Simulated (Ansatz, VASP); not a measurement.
Given: the input of a run of VASP 6.6.1 on InPd.

The input INCAR:

```
ALGO = Fast
EDIFF = 1E-6
ENCUT = 520
ISIF = 2
ISMEAR = -1
LASPH = T
LCHARG = F
LREAL = F
LWAVE = F
NBANDS = 18
NELM = 60
PREC = Accurate
SIGMA = 0.05
```

The input KPOINTS:

```
k-points
0
Gamma
  8 8 8
```

Contents of POSCAR:

```
InPd
1.0
    3.2718847800      0.0000000000      0.0000000000
    0.0000000000      3.2718847800      0.0000000000
    0.0000000000      0.0000000000      3.2718847800
In Pd
1 1
Direct
    0.0000000000      0.0000000000      0.0000000000
    0.5000000000      0.5000000000      0.5000000000
```

Potentials or basis: VASP PAW LDA potentials, release 64 (In_d, Pd).

Command:

```console
$ cat potpaw_LDA.64/In_d/POTCAR potpaw_LDA.64/Pd/POTCAR > POTCAR
$ mpirun -np 1 vasp_std > vasp.out
```

Q: Translate it to Ansatz 0.2.0. Potentials there: all-electron LAPW, scalar-relativistic.

A: As run (the cutoff follows the program's own potentials):

File input.yaml:

```yaml
crystal:
  lattice:
    - [3.27188478, 0.0, 0.0]
    - [0.0, 3.27188478, 0.0]
    - [0.0, 0.0, 3.27188478]
  atoms:
    - { symbol: In, position: [0.0, 0.0, 0.0] }
    - { symbol: Pd, position: [0.5, 0.5, 0.5] }
kpoints:
  mp_grid: { grid: [8, 8, 8] }
scf:
  occupations: { method: fermi_dirac, width: 0.05 }
hamiltonian:
  xc: lda
  pseudopotentials: { kind: all_electron, lapw: { basis_error: 0.001 } }
output:
  forces: true
  stress: true
  eigenvalues: true
```

Potentials or basis: all-electron LAPW, scalar-relativistic.

Run with:

```bash
$ ansatz run input.yaml --threads 1 --pin off --max-ram 3072MiB --backend cpu --events-out ev --progress --plain --runs-dir out
```

Both were run:

|  | VASP | Ansatz | Ansatz less VASP |
| --- | --- | --- | --- |
| gap on the k mesh at the Fermi level (eV) | none | none | - |
| pressure (GPa) | -6.6 | -7.0 | -0.43 |

LDA's correlation is that of Perdew and Zunger in VASP and of Perdew and Wang (1992) in Ansatz. A gap of «none» marks a metal or a gap that the smearing closes. Ansatz ran all-electron here, and VASP with PAW potentials.
